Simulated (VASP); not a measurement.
# BeAl2 (P6/mmm) in VASP: relaxation of cell and atoms with PBE

Aim: the relaxation of cell and atoms of BeAl2 with PBE.

Everything below comes from runs of VASP 6.6.1. Logs are shortened: lines on timing, memory, paths and dates and some standing lists are left out, and cuts for length are marked.

## 1. The cell of the first run

The structure is hexagonal, space group P6/mmm (No. 191). Conventional cell: a = 4.372 Å, b = 4.372 Å, c = 5.205 Å, α = 90.00°, β = 90.00°, γ = 120.00°. Be (site symmetry -6m2) has 3 Be at 2.52 Å and 8 Al at 2.60 to 2.82 Å within 3.3 Å. Within 3.3 Å of Al (site symmetry 6mm) lie 8 Al at 2.53 to 2.86 Å and 6 Be at 2.82 Å. Al (site symmetry -6m2) has 9 Al at 2.52 to 2.86 Å and 2 Be at 2.60 Å within 3.3 Å.

## 2. Relaxation of cell and atoms, PBE

INCAR

```
SYSTEM = BeAl2
  PREC = Accurate
  ENCUT = 600
  EDIFF = 1E-6
  ISMEAR = 0
  SIGMA = 0.1
  LREAL = .False.
  LASPH = .True.
  NELM = 80
  ALGO = Fast
  ISIF = 3
  LWAVE = .False.
  LCHARG = .False.
  GGA = PE
  IBRION = 2
  NSW = 100
  EDIFFG = -0.01
```

KPOINTS

```
Automatic mesh
0
Gamma
  12 12 8
  0 0 0
```

POSCAR

```
BeAl2
1.0
    4.3720821513      0.0000000000      0.0000000000
   -2.1860410756      3.7863342105      0.0000000000
    0.0000000000      0.0000000000      5.2046816251
Be Al
2 4
Direct
    0.3333333333      0.6666666667      0.0000000000
    0.6666666667      0.3333333333      0.0000000000
    0.0000000000      0.0000000000      0.7572785542
    0.0000000000      0.0000000000      0.2427214458
    0.3333333333      0.6666666667      0.5000000000
    0.6666666667      0.3333333333      0.5000000000
```

Potentials or basis: VASP PAW PBE potentials, release 64 (Be, Al).

On the command line:

```console
> cat potpaw_PBE.64/Be/POTCAR potpaw_PBE.64/Al/POTCAR > POTCAR
> mpirun -np 1 vasp_std > vasp.out
```

OUTCAR:

```text
SYSTEM = BeAl2
   PREC = Accurate
   ENCUT = 600
   EDIFF = 1E-6
   ISMEAR = 0
   LREAL = .False.
   LASPH = .True.
   NELM = 80
   ISIF = 3
   GGA = PE
   IBRION = 2
   NSW = 100
   EDIFFG = -0.01

 ion  position               nearest neighbor table
   1  0.333  0.667  0.000-   5 2.60   5 2.60   3 2.82   4 2.82   3 2.82   4 2.82   3 2.82   4 2.82

   2  0.667  0.333  0.000-   6 2.60   6 2.60   3 2.82   4 2.82   3 2.82   4 2.82   3 2.82   4 2.82

   3  0.000  0.000  0.757-   4 2.53   4 2.68   1 2.82   2 2.82   2 2.82   1 2.82   2 2.82   1 2.82
                             6 2.86   5 2.86   6 2.86   5 2.86   5 2.86   6 2.86
   4  0.000  0.000  0.243-   3 2.53   3 2.68   2 2.82   1 2.82   2 2.82   1 2.82   2 2.82   1 2.82
                             5 2.86   6 2.86   6 2.86   5 2.86   5 2.86   6 2.86
   5  0.333  0.667  0.500-   6 2.52   6 2.52   6 2.52   1 2.60   1 2.60   4 2.86   3 2.86   4 2.86
                             3 2.86   4 2.86   3 2.86
   6  0.667  0.333  0.500-   5 2.52   5 2.52   5 2.52   2 2.60   2 2.60   4 2.86   3 2.86   3 2.86
                             4 2.86   3 2.86   4 2.86

  LATTYP: Found a hexagonal cell.
 ALAT       =     4.3720821513
 C/A-ratio  =     1.1904354596

  Lattice vectors:

 A1 = (   4.3720821513,   0.0000000000,   0.0000000000)
 A2 = (  -2.1860410756,   3.7863342105,   0.0000000000)
 A3 = (   0.0000000000,   0.0000000000,   5.2046816251)

Analysis of symmetry for initial positions (statically):
=====================================================================
 Subroutine PRICEL returns:
 Original cell was already a primitive cell.

 Routine SETGRP: Setting up the symmetry group for a
 hexagonal supercell.

 Subroutine GETGRP returns: Found 24 space group operations
 (whereof 24 operations were pure point group operations)
 out of a pool of 24 trial point group operations.

The static configuration has the point symmetry D_6h.

Analysis of symmetry for dynamics (positions and initial velocities):
=====================================================================
 Subroutine PRICEL returns:
 Original cell was already a primitive cell.

 Routine SETGRP: Setting up the symmetry group for a
 hexagonal supercell.

 Subroutine GETGRP returns: Found 24 space group operations
 (whereof 24 operations were pure point group operations)
 out of a pool of 24 trial point group operations.

The dynamic configuration has the point symmetry D_6h.

 Subroutine INISYM returns: Found 24 space group operations
 (whereof 24 operations are pure point group operations),
 and found     1 'primitive' translations

----------------------------------------------------------------------------------------

                                     Primitive cell

  volume of cell :      86.1592

  direct lattice vectors                    reciprocal lattice vectors
     4.372082151  0.000000000  0.000000000     0.228723973  0.132053847  0.000000000
    -2.186041076  3.786334211  0.000000000     0.000000000  0.264107695  0.000000000
     0.000000000  0.000000000  5.204681625     0.000000000  0.000000000  0.192134711

  length of vectors
     4.372082151  4.372082151  5.204681625     0.264107695  0.264107695  0.192134711

  position of ions in fractional coordinates (direct lattice)
     0.333333333  0.666666667  0.000000000
     0.666666667  0.333333333  0.000000000
     0.000000000  0.000000000  0.757278554
     0.000000000  0.000000000  0.242721446
     0.333333333  0.666666667  0.500000000
     0.666666667  0.333333333  0.500000000

  ion indices of the primitive-cell ions
   primitive index   ion index
                 1           1
                 2           2
                 3           3
                 4           4
                 5           5
                 6           6

----------------------------------------------------------------------------------------

 KPOINTS: Automatic mesh

Automatic generation of k-mesh.
 Grid dimensions read from file:
 generate k-points for:   12   12    8

 Generating k-lattice:

  Cartesian coordinates                     Fractional coordinates (reciprocal lattice)
     0.019060331  0.011004487  0.000000000     0.083333333  0.000000000  0.000000000
     0.000000000  0.022008975  0.000000000     0.000000000  0.083333333  0.000000000
     0.000000000  0.000000000  0.024016839     0.000000000  0.000000000  0.125000000

  Length of vectors
     0.022008975  0.022008975  0.024016839

  Shift w.r.t. Gamma in fractional coordinates (k-lattice)
     0.000000000  0.000000000  0.000000000

 Subroutine IBZKPT returns following result:
 ===========================================

 Found     95 irreducible k-points:

 Following reciprocal coordinates:
            Coordinates               Weight
  0.000000  0.000000  0.000000      1.000000
  0.083333  0.000000  0.000000      6.000000
  0.166667  0.000000  0.000000      6.000000
  0.250000 -0.000000  0.000000      6.000000
  0.333333  0.000000  0.000000      6.000000
  0.416667  0.000000  0.000000      6.000000
[... 16 lines left out ...]
  0.250000 -0.000000  0.125000     12.000000
  0.333333  0.000000  0.125000     12.000000
 [... further k-points ...]
   k-points           NKPTS =     95   k-points in BZ     NKDIM =     95   number of bands    NBANDS=     12
   number of dos      NEDOS =    301   number of ions     NIONS =      6
   total plane-waves  NPLWV =  54432
   dimension x,y,z NGX =    36 NGY =   36 NGZ =   42
   dimension x,y,z NGXF=    72 NGYF=   72 NGZF=   84
   ions per type =               2   4
   NGX,Y,Z   is equivalent  to a cutoff of  13.69, 13.69, 13.42 a.u.
   NGXF,Y,Z  is equivalent  to a cutoff of  27.38, 27.38, 26.83 a.u.
 SYSTEM =  BeAl2
   PREC   = accura    normal or accurate (medium, high low for compatibility)
   ISTART =      0    job   : 0-new  1-cont  2-samecut
   ICHARG =      2    charge: 1-file 2-atom 10-const
   ISPIN  =      1    spin polarized calculation?
   LNONCOLLINEAR =      F non collinear calculations
   LSORBIT =      F    spin-orbit coupling
   LASPH  =      T    aspherical Exc in radial PAW
   ENCUT  =  600.0 eV  44.10 Ry    6.64 a.u.   8.73  8.73 10.40*2*pi/ulx,y,z
   NELM   =     80;   NELMIN=  2; NELMDL= -5     # of ELM steps
   EDIFF  = 0.1E-05   stopping-criterion for ELM
   LREAL  =      F    real-space projection
   EDIFFG = -.1E-01   stopping-criterion for IOM
   NSW    =    100    number of steps for IOM
   IBRION =      2    ionic relax: 0-MD 1-quasi-New 2-CG
   NFREE  =      1    steps in history (QN), initial steepest desc. (CG)
   ISIF   =      3    stress and relaxation
   ISYM   =      2    0-nonsym 1-usesym 2-fastsym
   POTIM  = 0.5000    time-step for ionic-motion
   TEBEG  =    0.0;   TEEND  =   0.0 temperature during run
   PSTRESS=    0.0 pullay stress
   NELECT =      16.0000    total number of electrons
   NUPDOWN=      -1.0000    fix difference up-down
   EMIN   =  10.00;   EMAX   =-10.00  energy-range for DOS
   EFERMI =   0.00;   METHOD = LEGACY
   ISMEAR =     0;   SIGMA  =   0.10  broadening in eV -4-tet -1-fermi 0-gaus
   EFERMI_NEDOS =   21; number of points for ismear=-14 and -15
   IALGO  =     68    algorithm
   IMIX   =      4    mixing-type and parameters
     AMIX     =   0.40;   BMIX     =  1.00
     AMIX_MAG =   1.60;   BMIX_MAG =  1.00
  volume/ion in A,a.u.               =      14.36        96.91
  Fermi-wavevector in a.u.,A,eV,Ry     =   0.934002  1.765007 11.869168  0.872359
  Thomas-Fermi vector in A             =   2.060762
   LORBIT       =      0    0 simple, 1 ext, 2 COOP (PROOUT), +10 PAW based schemes
   GGA     = PE    functional components
   LHFCALC =     F    Hartree Fock is set to
   AEXX    =    0.0000 exact exchange contribution
   IVDW    =     0    specifies the selected vdW correction
   LEPSILON=     F    determine dielectric tensor
   LRPA    =     F    only Hartree local field effects (RPA)
 conjugate gradient relaxation of ions
 non-spin polarized calculation
 RMM-DIIS sequential band-by-band and
 Gauss-broadening in eV      SIGMA  =   0.10
  energy-cutoff  :      600.00
  volume of cell :       86.16
 maximum number of plane-waves:      2907
 NGX is ok and might be reduce to    36
   NGX = 17   NGY = 17   NGZ = 21

--------------------------------------- Ionic step        1  -------------------------------------------

 number of electron      16.0000000 magnetization

 Free energy of the ion-electron system (eV)
  ---------------------------------------------------
  ext. energy  EPLUGINS =         0.00000000
  ---------------------------------------------------
  free energy    TOTEN  =       -20.47114604 eV

  energy without entropy =      -20.46196853  energy(sigma->0) =      -20.46655728

------------------------ aborting loop because EDIFF is reached ----------------------------------------

  FORCE on cell =-STRESS in cart. coord.  units (eV):
  Direction    XX          YY          ZZ          XY          YZ          ZX
  --------------------------------------------------------------------------------------
  -------------------------------------------------------------------------------------
  Total       -0.9887163     -0.9887163      1.7535988     -0.0000000     -0.0000000     -0.0000000
  in kB      -18.3857296    -18.3857296     32.6091438     -0.0000000     -0.0000000     -0.0000000
  external PRESSURE =      -1.3874385 kB  Pullay stress =       0.0000000 kB
[... 185 lines left out ...]
  energy  without entropy=      -20.4964113938  energy(sigma->0) =      -20.50046191

--------------------------------------- Ionic step        6  -------------------------------------------

 number of electron      16.0000000 magnetization

 Free energy of the ion-electron system (eV)
  ---------------------------------------------------
  ext. energy  EPLUGINS =         0.00000000
  ---------------------------------------------------
  free energy    TOTEN  =       -20.50462494 eV

  energy without entropy =      -20.49649876  energy(sigma->0) =      -20.50056185

 E-fermi :   7.3078     XC(G=0): -10.1128

 val. band max:        7.2975283517   @ k =   0.0000   0.0000   0.1250
 cond. band min:       7.3188632426   @ k =   0.3333   0.3333   0.2500
 fundamental gap:      0.0213348909
 Fermi energy:         7.3078321776

 k-point     1 :       0.0000    0.0000    0.0000
  band No.  band energies     occupation
      1      -3.7149      2.00000
      2       1.4078      2.00000
      3       1.4113      2.00000
      4       5.6525      2.00000
      5       5.6525      2.00000
      6       5.7569      2.00000
      7       5.7569      2.00000
      8       7.2479      1.60305
      9       8.0515      0.00000
     10       9.4339      0.00000
     11       9.4339      0.00000
     12      10.0190      0.00000
[... 331 lines left out ...]
 k-point    24 :       0.3333    0.0000    0.1250
  band No.  band energies     occupation
      1      -2.5196      2.00000
      2       0.8012      2.00000
      3       1.4072      2.00000
      4       3.5719      2.00000
      5       3.5913      2.00000
      6       4.7570      2.00000
      7       4.8728      2.00000
      8       6.8977      2.00000
      9       7.0816      1.99863
     10       8.6094      0.00000
     11      10.0217      0.00000
     12      10.1360      0.00000

 [... further k-points ...]

------------------------ aborting loop because EDIFF is reached ----------------------------------------

  FORCE on cell =-STRESS in cart. coord.  units (eV):
  Direction    XX          YY          ZZ          XY          YZ          ZX
  --------------------------------------------------------------------------------------
  -------------------------------------------------------------------------------------
  Total       -0.0332827     -0.0332827      0.0445367     -0.0000000     -0.0000000      0.0000000
  in kB       -0.6202187     -0.6202187      0.8299368     -0.0000000     -0.0000000      0.0000000
  external PRESSURE =      -0.1368335 kB  Pullay stress =       0.0000000 kB
[... 21 lines left out ...]
  FREE ENERGIE OF THE ION-ELECTRON SYSTEM (eV)
  ---------------------------------------------------
  free  energy   TOTEN  =       -20.5046249404 eV

  energy  without entropy=      -20.4964987571  energy(sigma->0) =      -20.50056185

 reached required accuracy - stopping structural energy minimisation
```

Run time: 2.9 min. Hardware: 1 thread of AMD EPYC 9R45 (Zen 5), shared host; peak memory 0.27 GiB.

What came out:

| Item | Value |
| --- | --- |
| Free energy | -20.5046 eV |
| Relaxed volume | 14.33 Å³/atom |
| Relaxed cell | a = 4.319 Å, b = 4.319 Å, c = 5.322 Å, α = 90.00°, β = 90.00°, γ = 120.00° |
| Space group after relaxing (to 0.1 Å) | P6/mmm (No. 191) |
| Energy gained by relaxing | 5.6 meV/atom |
| Ionic steps | 6 |
| Pressure after relaxing | 0.0 GPa |
| Band gap on the k mesh | zero (bands 8 and 9 overlap by 4.17 eV) |

Step by step:
| step | energy change (eV) | largest force (eV/Å) | pressure (GPa) | volume (Å³) |
| --- | --- | --- | --- | --- |
| 1 | 0.0000 | 0.0911 | -0.14 | 86.16 |
| 2 | -0.0281 | 0.1261 | -0.04 | 85.99 |
| 3 | -0.0317 | 0.1470 | 0.04 | 85.90 |
| 4 | -0.0318 | 0.1518 | 0.06 | 85.89 |
| 5 | -0.0334 | 0.0381 | 0.00 | 85.95 |
| 6 | -0.0335 | 0.0018 | -0.01 | 85.98 |

Final structure:
```cif
data_structure
_symmetry_space_group_name_H-M 'P 1'
_symmetry_Int_Tables_number 1
_cell_length_a 4.3190
_cell_length_b 4.3190
_cell_length_c 5.3222
_cell_angle_alpha 90.000
_cell_angle_beta 90.000
_cell_angle_gamma 120.000
_cell_volume 85.98
loop_
_atom_site_label
_atom_site_type_symbol
_atom_site_fract_x
_atom_site_fract_y
_atom_site_fract_z
_atom_site_occupancy
Be1 Be 0.33333 0.66667 0.00000 1
Be2 Be 0.66667 0.33333 0.00000 1
Al1 Al 0.00000 0.00000 0.76068 1
Al2 Al 0.00000 0.00000 0.23932 1
Al3 Al 0.33333 0.66667 0.50000 1
Al4 Al 0.66667 0.33333 0.50000 1
```

Levels at points of the mesh, in eV from the Fermi level:
| k point | band 4 | band 5 | band 6 | band 7 | band 8 | band 9 | band 10 | band 11 | band 12 |
| --- | --- | --- | --- | --- | --- | --- | --- | --- | --- |
| (0.00, 0.00, 0.00) | -1.66 | -1.66 | -1.55 | -1.55 | -0.06 | 0.74 | 2.13 | 2.13 | 2.71 |
| (0.50, 0.00, 0.00) | -4.06 | -3.58 | -3.12 | -2.91 | -2.77 | 0.05 | 1.61 | 1.77 | 2.42 |
| (0.00, 0.00, 0.50) | -0.73 | -0.65 | -0.65 | -0.52 | -0.35 | -0.16 | -0.16 | 0.04 | 0.04 |
| (0.50, 0.00, 0.50) | -6.16 | -3.10 | -2.59 | -2.22 | -1.02 | 1.98 | 2.42 | 2.76 | 2.82 |
